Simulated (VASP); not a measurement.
Input of a VASP 6.6.1 run:

File INCAR:

```
SYSTEM = Ga
ALGO = Normal
EDIFF = 1E-7
EDIFFG = -0.02
ENCUT = 600
GGA = PE
IBRION = 2
ISIF = 3
ISMEAR = 1
LASPH = .TRUE.
LCHARG = .FALSE.
LREAL = .FALSE.
LWAVE = .FALSE.
NELM = 80
NSW = 60
PREC = Accurate
PSTRESS = 400.0
SIGMA = 0.05
```

The input KPOINTS:

```
k-points
0
G
  10 10 10
  0 0 0
```

The input POSCAR:

```
Ga
1.0
    2.5500000000      0.0000000000      0.0000000000
    0.0000000000      2.5500000000      0.0000000000
    0.0000000000      0.0000000000      2.5500000000
Ga
1
Direct
    0.0000000000      0.0000000000      0.0000000000
```

Potentials or basis: VASP PAW PBE potentials, release 64 (Ga_d).

Launch:

```bash
$ cat potpaw_PBE.64/Ga_d/POTCAR > POTCAR
$ mpirun -np 1 vasp_std > vasp.out
```

Question: What does it give for the space group after relaxing (to 0.05 Å)?

Answer: Pm-3m (No. 221).

Question: Predict the relaxed cell.

Answer: a = 2.412 Å, b = 2.412 Å, c = 2.412 Å, α = 90.00°, β = 90.00°, γ = 90.00°.

Question: What does it give for the relaxed volume?

Answer: 14.04 Å³/atom.

Final structure:
```
Ga
1.0
     2.41246    0.00000    0.00000
     0.00000    2.41246    0.00000
     0.00000    0.00000    2.41246
Ga
1
Direct
  0.00000 0.00000 0.00000
```

Caveat: the cell is relaxed towards a set pressure, so the enthalpy falls and the energy may rise; the volume moved by over 15 % at a fixed basis, so the end points are rough.
